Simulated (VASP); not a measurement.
Runs of VASP 6.6.1 on Te. The structure is that of space group Pm-3m (No. 221), or close to it. The cells are those of the table. 

| cell | gap on the mesh (eV) | pressure (GPa) |
| --- | --- | --- |
| a = 3.171 Å, angles 91.7°, 1 atom | none | 1.4 |
| a = 3.282 Å, angles 88.6°, 1 atom | none | (a) |
| a = 3.281 Å, angles 89.7°, 1 atom | none | -3.2 |
| a = 3.199 Å, angles 91.7°, 1 atom | none | -0.1 |
| a = 3.170 Å, angles 88.6°, 1 atom | none | 1.4 |
| a = 3.170 Å, angles 90.7°, 1 atom | none | 1.4 |
| a = 3.169 Å, angles 89.7°, 1 atom | none | 1.4 |
| a = 3.254 Å, angles 90.7°, 1 atom | none | -2.3 |

Alike in all rows: task single point; level PBE; potentials or basis VASP PAW PBE potentials, release 64 (Te); no spin polarisation; k mesh 15 × 15 × 15; cutoff (eV) 520; smearing gaussian 0.15 eV.

Task: Estimate the missing entries.

Result: (a) -3.3.

Caveats: spin-orbit coupling is left out, which moves the levels of the heavy elements; the cell stands under tension (at least some runs).

A k mesh can miss the band edges, and the runs leave out spin-orbit coupling on Te.

A gap of «none» marks levels without a gap at the run's occupations.
